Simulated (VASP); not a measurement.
A run of VASP 6.6.1:

INCAR

```
PREC = Accurate
ENCUT = 520
EDIFF = 1E-7
ISMEAR = 0
SIGMA = 0.1
LREAL = F
LASPH = T
NELM = 100
ALGO = Normal
ISIF = 2
LWAVE = F
LCHARG = F
GGA = PS
NBANDS = 20
```

Contents of KPOINTS:

```
regular mesh
0
Gamma
  6 6 4
```

File POSCAR:

```
SnSe2
1.0
    3.7724504313      0.0000000000      0.0000000000
   -1.8862252156      3.2670379080      0.0000000000
    0.0000000000      0.0000000000      5.5266436601
Sn Se
1 2
Direct
    0.0000000000      0.0000000000      0.0000000000
    0.3333333333      0.6666666667      0.2864235598
    0.6666666667      0.3333333333      0.7135764402
```

Potentials or basis: VASP PAW PBE potentials, release 64 (Sn_d, Se).

Run with:

```sh
$ cat potpaw_PBE.64/Sn_d/POTCAR potpaw_PBE.64/Se/POTCAR > POTCAR
$ mpirun -np 1 vasp_std > vasp.out
```

Hardware: 1 thread of Intel(R) Xeon(R) 6975P-C (Granite Rapids), on a shared host.

Q: Estimate the wall time of this run.

A: Run time: 14 s on 1 thread of Intel(R) Xeon(R) 6975P-C (Granite Rapids), with other jobs on the host, peak memory 0.19 GiB. Counts: scf iterations 13, k points 24.
